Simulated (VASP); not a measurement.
A run of VASP 6.6.1 is set up as follows.

File INCAR:

```
SYSTEM = Mg
PREC = Accurate
ENCUT = 600
EDIFF = 1E-6
ISMEAR = -1
SIGMA = 0.15
LREAL = .FALSE.
LASPH = .TRUE.
NELM = 120
ALGO = Normal
ISIF = 2
LWAVE = .FALSE.
LCHARG = .FALSE.
NBANDS = 7
GGA_COMPAT = .FALSE.
```

The input KPOINTS:

```
Automatic mesh
0
G
  11 11 11
  0 0 0
```

The input POSCAR:

```
Mg
1.0
   -1.4640918503      1.4640918503      1.4640918503
    1.4640918503     -1.4640918503      1.4640918503
    1.4640918503      1.4640918503     -1.4640918503
Mg
1
Direct
    0.0000000000      0.0000000000      0.0000000000
```

Potentials or basis: VASP PAW LDA potentials, release 64 (Mg).

The run is started by

```console
$ cat potpaw_LDA.64/Mg/POTCAR > POTCAR
$ mpirun -np 1 vasp_std > vasp.out
```

Task: Estimate the band gap on the k mesh.

Result: Zero (band 1 reaches 9.20 eV, above the bottom of band 2 at 5.84 eV).

Task: What does it give for the pressure?

Result: 61.7 GPa.
